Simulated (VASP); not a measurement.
Wanted: the native input for a VASP 6.6.1 run.

- Task: single point
- Functional: HSE06
- Potentials or basis: VASP PAW PBE potentials, release 64 (B, N)
- Cutoff: 520 eV
- k mesh: 8 × 8 × 8
- Occupations: gaussian, width 0.01 eV
- Spin: no spin polarisation
- Dipole correction: no
- Grid for exact exchange (PRECFOCK): Normal
- Further INCAR settings: ALGO = Normal; EDIFF = 1e-06; NBANDS = 11
- Share of exact exchange: 0.25
- Screening parameter: 0.2079 1/Å

BN:

```
B N
1.0
    -0.01389    1.80899    1.80899
     1.80899   -0.01389    1.80899
     1.80899    1.80899   -0.01389
B N
1 1
Direct
  0.00000 0.00000 0.00000
  0.25000 0.25000 0.25000
```

This cell differs from its parent crystal: epitaxial 111 strain +1.0%.

One way to write it, as run:

POSCAR

```
BN
1.0
   -0.0138861666      1.8089875531      1.8089875531
    1.8089875531     -0.0138861666      1.8089875531
    1.8089875531      1.8089875531     -0.0138861666
B N
1 1
Direct
    0.0000000000      0.0000000000      0.0000000000
    0.2500000000      0.2500000000      0.2500000000
```

INCAR.step1

```
ALGO     = Normal         # electronic algorithm
EDIFF    = 1E-5           # SCF threshold, eV
ENCUT    = 520            # plane-wave cutoff, eV
GGA      = PE             # functional
ISIF     = 2              # what is computed and relaxed
ISMEAR   = 0              # smearing method
LASPH    = True           # aspherical terms in the spheres
LCHARG   = False          # write CHGCAR
LREAL    = False          # projectors in reciprocal space
LWAVE    = True           # write WAVECAR
NBANDS   = 11             # bands
NELM     = 60             # most SCF steps
PREC     = Accurate       # precision mode
SIGMA    = 0.01           # smearing width, eV
```

INCAR.step2

```
ALGO     = Normal         # electronic algorithm
EDIFF    = 1E-6           # SCF threshold, eV
ENCUT    = 520            # plane-wave cutoff, eV
GGA      = PE             # functional
HFSCREEN = 0.2079         # screening, 1/A
ISIF     = 2              # what is computed and relaxed
ISMEAR   = 0              # smearing method
ISTART   = 1            
LASPH    = True           # aspherical terms in the spheres
LCHARG   = False          # write CHGCAR
LHFCALC  = True           # exact exchange
LREAL    = False          # projectors in reciprocal space
LWAVE    = False          # write WAVECAR
NBANDS   = 11             # bands
NELM     = 60             # most SCF steps
PREC     = Accurate       # precision mode
PRECFOCK = Normal       
SIGMA    = 0.01           # smearing width, eV
```

KPOINTS

```
k-points
0
Gamma
  8 8 8
```

Potentials or basis: VASP PAW PBE potentials, release 64 (B, N).

The run is started by

```sh
$ cat potpaw_PBE.64/B/POTCAR potpaw_PBE.64/N/POTCAR > POTCAR
$ cp INCAR.step1 INCAR
$ mpirun -np 1 vasp_std > vasp.out
$ cp INCAR.step2 INCAR
$ mpirun -np 1 vasp_std > vasp.out
```

Results of the run:

The pressure is -10.8 GPa, the largest force is 0.018 eV/Å and the band gap on the k mesh is 5.73 eV (least direct gap 10.35 eV).

Caveat: the cell differs from its parent crystal (epitaxial 111 strain +1.0%); the cell stands under tension; the PAW data sets were made with another functional, which shifts forces and pressure a little.

Run time: 42 min on 1 thread of AMD EPYC 7R13, with other jobs on the host, peak memory 0.21 GiB.
